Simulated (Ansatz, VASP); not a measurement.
**Co: VASP beside Ansatz**

```
Co
1.0
     2.34715    0.00000    0.00000
    -1.17358    2.03269    0.00000
     0.00000    0.00000   23.80000
Co
1
Direct
  0.00000 0.00000 0.29412
```

Alike in both runs: functional PBEsol; k mesh 13 × 13 × 1; occupations fermi-dirac, width 0.05 eV; collinear spin.

|  | VASP | Ansatz |
| --- | --- | --- |
| version | VASP 6.6.1 | Ansatz 0.2.0 |
| potentials or method | VASP PAW PBE potentials, release 64 (Co), cutoff 520 eV | all-electron LAPW, scalar-relativistic |
| task | single point | work function |

```csv
,VASP,Ansatz,Ansatz less VASP
gap on the k mesh at the Fermi level (eV),none,none,-
net moment per atom (μB),1.72,1.72,+0.001
size of the moment on the site where the two differ most (μB),1.76,1.81,+0.044
```

VASP's potentials were made for PBE, not for PBEsol. Site moments also hang on the region over which each program counts them. A gap of «none» marks a metal or a gap that the smearing closes. Ansatz ran all-electron here, and VASP with PAW potentials.
